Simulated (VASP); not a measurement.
A run of VASP 6.6.1:

Contents of INCAR:

```
  PREC = Accurate
  ENCUT = 520
  EDIFF = 1E-6
  ISMEAR = 0
  SIGMA = 0.05
  LREAL = F
  LASPH = T
  NELM = 80
  ALGO = Normal
  ISIF = 2
  LWAVE = F
  LCHARG = F
  GGA = PE
  NBANDS = 16
```

Contents of KPOINTS:

```
Automatic mesh
0
Gamma
  12 12 4
```

The input POSCAR:

```
BN
1.0
    2.5121751215      0.0000000000      0.0000000000
   -1.2560875608      2.1756074740      0.0000000000
    0.0000000000      0.0000000000      8.3436910039
B N
2 2
Direct
    0.3333333333      0.6666666667      0.2500000000
    0.6666666667      0.3333333333      0.7500000000
    0.3868671494      0.5204095613      0.7500000000
    0.6666666667      0.3333333333      0.2500000000
```

Potentials or basis: VASP PAW PBE potentials, release 64 (B, N).

Run with:

```sh
$ cat potpaw_PBE.64/B/POTCAR potpaw_PBE.64/N/POTCAR > POTCAR
$ mpirun -np 1 vasp_std > vasp.out
```

Hardware: 1 thread of Intel(R) Xeon(R) Platinum 8259CL CPU @ 2.50GHz (Skylake/Cascade Lake) (shared host).

Question: Estimate the wall time of this run.

Answer: Wall time 2.7 min on 1 thread of Intel(R) Xeon(R) Platinum 8259CL CPU @ 2.50GHz (Skylake/Cascade Lake), on a shared host, peak memory 0.26 GiB. Counts: scf iterations 15, k points 222.
